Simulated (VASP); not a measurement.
Set up this calculation in VASP 6.6.1, as the native input.

```
Task                   : single point
Functional             : PBE
Potentials or basis    : VASP PAW PBE potentials, release 64 (Ca_sv, Sc_sv, B, O)
Cutoff                 : 520 eV
k mesh                 : 2 × 6 × 3
Occupations            : fermi-dirac, width 0.02 eV
Spin                   : no spin polarisation
Dipole correction      : no
Further INCAR settings : LREAL = Auto; ALGO = Normal; EDIFF = 1e-06; NBANDS = 116
```

The structure of CaScBO4 lies in POSCAR:

```
CaScBO4
1.0
   10.2830000000      0.0000000000      0.0000000000
    0.0000000000      3.3636000000      0.0000000000
    0.0000000000      0.0000000000      9.8092800000
Ca Sc B O
4 4 4 16
Direct
    0.5897335291      0.7500000000      0.8354907435
    0.9102664709      0.2500000000      0.3354907435
    0.0897335291      0.7500000000      0.6645092565
    0.4102664709      0.2500000000      0.1645092565
    0.3879936935      0.2500000000      0.5663282245
    0.1120063065      0.7500000000      0.0663282245
    0.8879936935      0.2500000000      0.9336717755
    0.6120063065      0.7500000000      0.4336717755
    0.3100212141      0.2500000000      0.8630096045
    0.1899787859      0.7500000000      0.3630096045
    0.8100212141      0.2500000000      0.6369903955
    0.6899787859      0.7500000000      0.1369903955
    0.4989929403      0.7500000000      0.6120161276
    1.0010070597      0.2500000000      0.1120161276
   -0.0010070597      0.7500000000      0.8879838724
    0.5010070597      0.2500000000      0.3879838724
    0.2483717014      0.2500000000      0.7358878743
    0.2516282986      0.7500000000      0.2358878743
    0.7483717014      0.2500000000      0.7641121257
    0.7516282986      0.7500000000      0.2641121257
    0.2622465510      0.7500000000      0.4847017443
    0.2377534490      0.2500000000      0.9847017443
    0.7622465510      0.7500000000      0.0152982557
    0.7377534490      0.2500000000      0.5152982557
    0.4431238909      0.2500000000      0.8727503524
    0.0568761091      0.7500000000      0.3727503524
    0.9431238909      0.2500000000      0.6272496476
    0.5568761091      0.7500000000      0.1272496476
```

This cell differs from its parent crystal: z stretched by +4 %, then relaxed in part.

One way to write it, as run:

INCAR

```
SYSTEM = CaScBO4
PREC = Accurate
ENCUT = 520
EDIFF = 1E-6
ISMEAR = -1
SIGMA = 0.02
LREAL = Auto
LASPH = .TRUE.
NELM = 100
ALGO = Normal
ISIF = 2
LWAVE = .FALSE.
LCHARG = .TRUE.
GGA = PE
LELF = .TRUE.
LVHAR = .TRUE.
NBANDS = 116
```

KPOINTS

```
regular mesh
0
G
  2 6 3
  0 0 0
```

Potentials or basis: VASP PAW PBE potentials, release 64 (Ca_sv, Sc_sv, B, O).

Run with:

```bash
$ cat potpaw_PBE.64/Ca_sv/POTCAR potpaw_PBE.64/Sc_sv/POTCAR potpaw_PBE.64/B/POTCAR potpaw_PBE.64/O/POTCAR > POTCAR
$ mpirun -np 1 vasp_std > vasp.out
```

It gave:

```
Pressure               : -1.3 GPa
Largest force          : 0.071 eV/Å
Band gap on the k mesh : 4.07 eV
```

Caveat: the cell differs from its parent crystal (z stretched by +4 %, then relaxed in part); an odd mesh through Γ misses points on the zone boundary, where band edges can lie.

Wall time 16 min on 1 thread of Intel(R) Xeon(R) 6975P-C (Granite Rapids), on a shared host, peak memory 0.67 GiB.
